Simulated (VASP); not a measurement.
# Be3CdSe4 (I4mm) in VASP: single point with PBE

Aim: the single point of Be3CdSe4 with PBE.

Everything below comes from runs of VASP 6.6.1. Logs are shortened: lines on timing, memory, paths and dates and some standing lists are left out, and cuts for length are marked.

**1. The cell of the first run**

It takes space group I4mm (No. 107, tetragonal). Conventional cell: a = 6.569 Å, b = 6.569 Å, c = 8.610 Å, α = 90.00°, β = 90.00°, γ = 90.00°. Be (site symmetry 2mm) has 4 Se at 2.33 Å within 3.1 Å. Within 3.0 Å of Be (site symmetry 4mm) lie 4 Se at 2.25 Å and 1 Cd at 2.72 Å. Cd (site symmetry 4mm) has 1 Be at 2.72 Å and 8 Se at 2.96 to 3.41 Å within 3.6 Å. Within 3.0 Å of Se (site symmetry m) lie 3 Be at 2.25 to 2.33 Å and 1 Cd at 2.96 Å.

**2. Single point, PBE**

Input file INCAR:

```
SYSTEM = Be3CdSe4
PREC     = Accurate       ! precision mode
ENCUT    = 600            ! plane-wave cutoff, eV
EDIFF    = 1E-6           ! SCF threshold, eV
ISMEAR   = 0              ! smearing method
SIGMA    = 0.15           ! smearing width, eV
LREAL    = .False.        ! projectors in reciprocal space
LASPH    = .True.         ! aspherical terms in the spheres
NELM     = 120            ! most SCF steps
ALGO     = Normal         ! electronic algorithm
ISIF     = 2              ! what is computed and relaxed
LWAVE    = .False.        ! write WAVECAR
LCHARG   = .True.         ! write CHGCAR
GGA      = PE             ! functional
LELF     = .True.         ! ELF
LVHAR    = .True.       
NBANDS   = 31             ! bands
GGA_COMPAT= .False.
```

Input file KPOINTS:

```
regular mesh
0
Gamma
  3 3 3
  0 0 0
```

Input file POSCAR:

```
Be3CdSe4
1.0
   -3.2847440007      3.2847440007      4.3050439480
    3.2847440007     -3.2847440007      4.3050439480
    3.2847440007      3.2847440007     -4.3050439480
Be Cd Se
3 1 4
Direct
    1.0238115235      0.5238115235      0.5000000000
    0.5238115235      1.0238115235      0.5000000000
    0.0644888522      0.0644888522      0.0000000000
    0.7485884743      0.7485884743      0.0000000000
    0.8042451572      0.8042451572      0.5160688812
    0.2881762760      0.2881762760      0.4839311188
    0.8042451572      0.2881762760      0.0000000000
    0.2881762760      0.8042451572      0.0000000000
```

Potentials or basis: VASP PAW PBE potentials, release 64 (Be, Cd, Se).

Run with:

```console
> cat potpaw_PBE.64/Be/POTCAR potpaw_PBE.64/Cd/POTCAR potpaw_PBE.64/Se/POTCAR > POTCAR
> mpirun -np 1 vasp_std > vasp.out
```

OUTCAR:

```text
SYSTEM = Be3CdSe4
   PREC = Accurate
   ENCUT = 600
   EDIFF = 1E-6
   ISMEAR = 0
   LREAL = .False.
   LASPH = .True.
   NELM = 120
   ISIF = 2
   GGA = PE

 ion  position               nearest neighbor table
   1  0.024  0.524  0.500-   5 2.33   6 2.33   8 2.33   7 2.33
   2  0.524  0.024  0.500-   5 2.33   6 2.33   7 2.33   8 2.33
   3  0.064  0.064  0.000-   7 2.25   8 2.25   5 2.25   6 2.25   4 2.72
   4  0.749  0.749  0.000-   3 2.72   5 2.96   6 2.96   8 2.96   7 2.96
   5  0.804  0.804  0.516-   3 2.25   2 2.33   1 2.33   4 2.96
   6  0.288  0.288  0.484-   3 2.25   2 2.33   1 2.33   4 2.96
   7  0.804  0.288  0.000-   3 2.25   1 2.33   2 2.33   4 2.96
   8  0.288  0.804  0.000-   3 2.25   2 2.33   1 2.33   4 2.96

  LATTYP: Found a body centered tetragonal cell.
 ALAT       =     6.5694880014
 C/A-ratio  =     1.3106177976

  Lattice vectors:

 A1 = (  -3.2847440007,   3.2847440007,   4.3050439480)
 A2 = (   3.2847440007,  -3.2847440007,   4.3050439480)
 A3 = (   3.2847440007,   3.2847440007,  -4.3050439480)

Analysis of symmetry for initial positions (statically):
=====================================================================
 Subroutine PRICEL returns:
 Original cell was already a primitive cell.

 Routine SETGRP: Setting up the symmetry group for a
 body centered tetragonal supercell.

 Subroutine GETGRP returns: Found  8 space group operations
 (whereof  8 operations were pure point group operations)
 out of a pool of 16 trial point group operations.

The static configuration has the point symmetry C_4v.

Analysis of symmetry for dynamics (positions and initial velocities):
=====================================================================
 Subroutine PRICEL returns:
 Original cell was already a primitive cell.

 Routine SETGRP: Setting up the symmetry group for a
 body centered tetragonal supercell.

 Subroutine GETGRP returns: Found  8 space group operations
 (whereof  8 operations were pure point group operations)
 out of a pool of 16 trial point group operations.

The dynamic configuration has the point symmetry C_4v.

 Subroutine INISYM returns: Found  8 space group operations
 (whereof  8 operations are pure point group operations),
 and found     1 'primitive' translations

----------------------------------------------------------------------------------------

                                     Primitive cell

  volume of cell :     185.7978

  direct lattice vectors                    reciprocal lattice vectors
    -3.284744001  3.284744001  4.305043948     0.000000000  0.152218864  0.116142833
     3.284744001 -3.284744001  4.305043948     0.152218864  0.000000000  0.116142833
     3.284744001  3.284744001 -4.305043948     0.152218864  0.152218864  0.000000000

  length of vectors
     6.333442168  6.333442168  6.333442168     0.191467334  0.191467334  0.215269982

  position of ions in fractional coordinates (direct lattice)
     0.023811524  0.523811524  0.500000000
     0.523811524  0.023811524  0.500000000
     0.064488852  0.064488852  0.000000000
     0.748588474  0.748588474  0.000000000
     0.804245157  0.804245157  0.516068881
     0.288176276  0.288176276  0.483931119
     0.804245157  0.288176276  0.000000000
     0.288176276  0.804245157  0.000000000

  ion indices of the primitive-cell ions
   primitive index   ion index
                 1           1
                 2           2
                 3           3
                 4           4
                 5           5
                 6           6
                 7           7
                 8           8

----------------------------------------------------------------------------------------

 KPOINTS: regular mesh

Automatic generation of k-mesh.
 Grid dimensions read from file:
 generate k-points for:    3    3    3

 Generating k-lattice:

  Cartesian coordinates                     Fractional coordinates (reciprocal lattice)
     0.000000000  0.050739621  0.038714278     0.333333333 -0.000000000  0.000000000
     0.050739621  0.000000000  0.038714278    -0.000000000  0.333333333  0.000000000
     0.050739621  0.050739621  0.000000000     0.000000000  0.000000000  0.333333333

  Length of vectors
     0.063822445  0.063822445  0.071756661

  Shift w.r.t. Gamma in fractional coordinates (k-lattice)
     0.000000000  0.000000000  0.000000000

 Subroutine IBZKPT returns following result:
 ===========================================

 Found      6 irreducible k-points:

 Following reciprocal coordinates:
            Coordinates               Weight
  0.000000  0.000000  0.000000      1.000000
  0.333333 -0.000000  0.000000      8.000000
  0.333333  0.333333  0.000000      8.000000
 -0.333333  0.333333  0.000000      4.000000
 -0.333333  0.333333  0.333333      4.000000
 -0.333333 -0.333333  0.333333      2.000000
   k-points           NKPTS =      6   k-points in BZ     NKDIM =      6   number of bands    NBANDS=     31
   number of dos      NEDOS =    301   number of ions     NIONS =      8
   total plane-waves  NPLWV = 157464
   dimension x,y,z NGX =    54 NGY =   54 NGZ =   54
   dimension x,y,z NGXF=   108 NGYF=  108 NGZF=  108
   ions per type =               3   1   4
   NGX,Y,Z   is equivalent  to a cutoff of  14.17, 14.17, 14.17 a.u.
   NGXF,Y,Z  is equivalent  to a cutoff of  28.35, 28.35, 28.35 a.u.
 SYSTEM =  Be3CdSe4
   PREC   = accura    normal or accurate (medium, high low for compatibility)
   ISTART =      0    job   : 0-new  1-cont  2-samecut
   ICHARG =      2    charge: 1-file 2-atom 10-const
   ISPIN  =      1    spin polarized calculation?
   LNONCOLLINEAR =      F non collinear calculations
   LSORBIT =      F    spin-orbit coupling
   LASPH  =      T    aspherical Exc in radial PAW
   ENCUT  =  600.0 eV  44.10 Ry    6.64 a.u.  12.65 12.65 12.65*2*pi/ulx,y,z
   NELM   =    120;   NELMIN=  2; NELMDL= -5     # of ELM steps
   EDIFF  = 0.1E-05   stopping-criterion for ELM
   LREAL  =      F    real-space projection
   EDIFFG = 0.1E-04   stopping-criterion for IOM
   NSW    =      0    number of steps for IOM
   IBRION =     -1    ionic relax: 0-MD 1-quasi-New 2-CG
   NFREE  =      0    steps in history (QN), initial steepest desc. (CG)
   ISIF   =      2    stress and relaxation
   ISYM   =      2    0-nonsym 1-usesym 2-fastsym
   POTIM  = 0.5000    time-step for ionic-motion
   TEBEG  =    0.0;   TEEND  =   0.0 temperature during run
   PSTRESS=    0.0 pullay stress
   NELECT =      42.0000    total number of electrons
   NUPDOWN=      -1.0000    fix difference up-down
   EMIN   =  10.00;   EMAX   =-10.00  energy-range for DOS
   EFERMI =   0.00;   METHOD = LEGACY
   ISMEAR =     0;   SIGMA  =   0.15  broadening in eV -4-tet -1-fermi 0-gaus
   EFERMI_NEDOS =   21; number of points for ismear=-14 and -15
   IALGO  =     38    algorithm
   IMIX   =      4    mixing-type and parameters
     AMIX     =   0.40;   BMIX     =  1.00
     AMIX_MAG =   1.60;   BMIX_MAG =  1.00
  volume/ion in A,a.u.               =      23.22       156.73
  Fermi-wavevector in a.u.,A,eV,Ry     =   0.997266  1.884560 13.531533  0.994540
  Thomas-Fermi vector in A             =   2.129411
   LORBIT       =      0    0 simple, 1 ext, 2 COOP (PROOUT), +10 PAW based schemes
   GGA     = PE    functional components
   LHFCALC =     F    Hartree Fock is set to
   AEXX    =    0.0000 exact exchange contribution
   IVDW    =     0    specifies the selected vdW correction
   LEPSILON=     F    determine dielectric tensor
   LRPA    =     F    only Hartree local field effects (RPA)
 non-spin polarized calculation
 Gauss-broadening in eV      SIGMA  =   0.15
  energy-cutoff  :      600.00
  volume of cell :      185.80
 maximum number of plane-waves:      6229
 NGX is ok and might be reduce to    50
   NGX = 25   NGY = 25   NGZ = 25

 number of electron      41.9999999 magnetization

 Free energy of the ion-electron system (eV)
  ---------------------------------------------------
  ext. energy  EPLUGINS =         0.00000000
  ---------------------------------------------------
  free energy    TOTEN  =       -26.43860150 eV

  energy without entropy =      -26.38742798  energy(sigma->0) =      -26.41301474

 E-fermi :   2.3722     XC(G=0):  -8.4919

 val. band max:        2.3425972319   @ k =  -0.3333   0.3333   0.3333
 cond. band min:       2.4017107535   @ k =   0.3333  -0.0000   0.0000
 fundamental gap:      0.0591135216
 Fermi energy:         2.3722425251

 k-point     1 :       0.0000    0.0000    0.0000
  band No.  band energies     occupation
      1     -11.8815      2.00000
      2     -10.6852      2.00000
      3     -10.6852      2.00000
      4      -9.5392      2.00000
      5      -6.1281      2.00000
      6      -6.0298      2.00000
[... 23 lines left out ...]
     30       8.1696      0.00000
     31       8.6236      0.00000

 k-point     2 :       0.3333   -0.0000    0.0000
  band No.  band energies     occupation
      1     -11.6449      2.00000
      2     -10.9954      2.00000
      3     -10.4953      2.00000
      4      -9.8416      2.00000
      5      -6.1724      2.00000
      6      -6.0835      2.00000
[... 23 lines left out ...]
     30       7.8162      0.00000
     31       8.3677      0.00000

 k-point     3 :       0.3333    0.3333    0.0000
  band No.  band energies     occupation
      1     -11.3929      2.00000
      2     -10.8323      2.00000
      3     -10.8293      2.00000
      4     -10.1285      2.00000
      5      -6.1605      2.00000
      6      -6.1370      2.00000
[... 23 lines left out ...]
     30       7.5902      0.00000
     31       8.4855      0.00000

 k-point     4 :      -0.3333    0.3333    0.0000
  band No.  band energies     occupation
      1     -11.4703      2.00000
      2     -10.7745      2.00000
      3     -10.7736      2.00000
      4     -10.1813      2.00000
      5      -6.1627      2.00000
      6      -6.1108      2.00000
[... 23 lines left out ...]
     30       8.3482      0.00000
     31       8.7892      0.00000

 k-point     5 :      -0.3333    0.3333    0.3333
  band No.  band energies     occupation
      1     -11.5523      2.00000
      2     -11.0590      2.00000
      3     -10.5434      2.00000
      4      -9.7782      2.00000
      5      -6.2016      2.00000
      6      -6.1167      2.00000
[... 23 lines left out ...]
     30       7.3040      0.00000
     31       7.9229      0.00000

 k-point     6 :      -0.3333   -0.3333    0.3333
  band No.  band energies     occupation
      1     -11.7712      2.00000
      2     -10.7373      2.00000
      3     -10.7373      2.00000
      4      -9.4539      2.00000
      5      -6.1609      2.00000
      6      -6.1503      2.00000
[... 23 lines left out ...]
     30       6.5344      0.00000
     31       7.2513      0.00000

------------------------ aborting loop because EDIFF is reached ----------------------------------------

  FORCE on cell =-STRESS in cart. coord.  units (eV):
  Direction    XX          YY          ZZ          XY          YZ          ZX
  --------------------------------------------------------------------------------------
  -------------------------------------------------------------------------------------
  Total       -0.0118993     -0.0118993      0.1752465      0.0000000      0.0000000     -0.0000000
  in kB       -0.1026105     -0.1026105      1.5111909      0.0000000      0.0000000     -0.0000000
  external PRESSURE =       0.4353233 kB  Pullay stress =       0.0000000 kB

 VOLUME and BASIS-vectors are now :
 -----------------------------------------------------------------------------
  energy-cutoff  :      600.00
  volume of cell :      185.80
      direct lattice vectors                 reciprocal lattice vectors
    -3.284744001  3.284744001  4.305043948     0.000000000  0.152218864  0.116142833
     3.284744001 -3.284744001  4.305043948     0.152218864  0.000000000  0.116142833
     3.284744001  3.284744001 -4.305043948     0.152218864  0.152218864  0.000000000

 POSITION                                       TOTAL-FORCE (eV/Angst)
 -----------------------------------------------------------------------------------
      3.28474      0.00000      0.20502        -0.000000     -0.000000      0.026109
      0.00000      3.28474      0.20502        -0.000000     -0.000000      0.026109
      0.00000      0.00000      0.55525         0.000000     -0.000000      0.031562
      0.00000      0.00000      6.44541         0.000000     -0.000000     -0.051522
      1.69515      1.69515      4.70292         0.062429      0.062429     -0.008064
      1.58959      1.58959      0.39788        -0.062429     -0.062429     -0.008064
     -1.69515      1.69515      4.70292        -0.062429      0.062429     -0.008064
      1.69515     -1.69515      4.70292         0.062429     -0.062429     -0.008064
 -----------------------------------------------------------------------------------
    total drift:                                0.000000      0.000000     -0.000279

  FREE ENERGIE OF THE ION-ELECTRON SYSTEM (eV)
  ---------------------------------------------------
  free  energy   TOTEN  =       -26.4386014955 eV

  energy  without entropy=      -26.3874279836  energy(sigma->0) =      -26.41301474
```

Wall time 46 s (1 thread of Intel Xeon 6975P-C (Granite Rapids), shared host); peak memory 0.4 GiB.

What came out:

```
Free energy            : -26.4386 eV
Pressure               : 0.0 GPa
Largest force          : 0.089 eV/Å
Band gap on the k mesh : zero (band 21 reaches 2.46 eV, above the bottom of band 22 at 2.40 eV)
```

Forces on the atoms (eV/Å):
```
Be   0.000  0.000  0.026
Be   0.000  0.000  0.026
Be   0.000  0.000  0.032
Cd   0.000  0.000 -0.052
Se   0.062  0.062 -0.008
Se  -0.062 -0.062 -0.008
Se  -0.062  0.062 -0.008
Se   0.062 -0.062 -0.008
```

Stress tensor (GPa, compression positive):
```
-0.01  0.00  0.00
 0.00 -0.01  0.00
 0.00  0.00  0.15
```

Caveat: the k points lie up to 0.45 Å⁻¹ apart.
